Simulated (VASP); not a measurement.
Input of a VASP 6.6.1 run:

Contents of POSCAR:

```
C
1.0
    0.0000000000      1.7835000000      1.7835000000
    1.7835000000      0.0000000000      1.7835000000
    1.7835000000      1.7835000000      0.0000000000
C
2
Direct
    0.0000000000      0.0000000000      0.0000000000
    0.2500000000      0.2500000000      0.2500000000
```

The input INCAR.step1:

```
SYSTEM = C
ALGO = Normal
EDIFF = 1E-8
ENCUT = 500
GGA = PE
ISMEAR = 0
LASPH = .True.
LCHARG = .False.
LREAL = .False.
LWAVE = .True.
NELM = 100
PREC = Accurate
SIGMA = 0.01
```

File INCAR.step2:

```
SYSTEM = C
ALGO = Exact
EDIFF = 1E-8
ENCUT = 500
GGA = PE
ISMEAR = 0
ISTART = 1
LASPH = .True.
LCHARG = .False.
LOPTICS = .True.
LREAL = .False.
LWAVE = .True.
NBANDS = 310
NELM = 1
PREC = Accurate
SIGMA = 0.01
```

File INCAR.step3:

```
SYSTEM = C
ALGO = EVGW0
EDIFF = 1E-8
ENCUT = 500
ENCUTGW = 200
GGA = PE
ISMEAR = 0
ISTART = 1
LASPH = .True.
LCHARG = .False.
LREAL = .False.
LWAVE = .False.
NBANDS = 310
NBANDSGW = 12
NELMGW = 1
NOMEGA = 48
PREC = Accurate
PRECFOCK = Fast
SIGMA = 0.01
```

File KPOINTS:

```
k-points
0
Gamma
  2 2 2
  0 0 0
```

Potentials or basis: VASP PAW PBE potentials, release 64 (C_GW).

Launch:

```console
$ cat potpaw_PBE.64/C_GW/POTCAR > POTCAR
$ cp INCAR.step1 INCAR
$ mpirun -np 1 vasp_std > vasp.out
$ cp INCAR.step2 INCAR
$ mpirun -np 1 vasp_std > vasp.out
$ cp INCAR.step3 INCAR
$ mpirun -np 1 vasp_std > vasp.out
```

(1) Predict the quasiparticle gap.

(2) What does it give for the least direct quasiparticle gap?

(3) What does it give for the band gap of the starting levels on the mesh?

(4) Predict the least direct gap of the starting levels on the mesh.

## Answers

(1) 5.38 eV.

(2) 7.01 eV.

(3) 4.56 eV.

(4) 5.50 eV.

Caveat: the k points lie up to 1.53 Å⁻¹ apart, too coarse for converged energies, forces and pressures; bands, screening cutoff and mesh are small and nothing is extrapolated, so the quasiparticle values aren't converged.
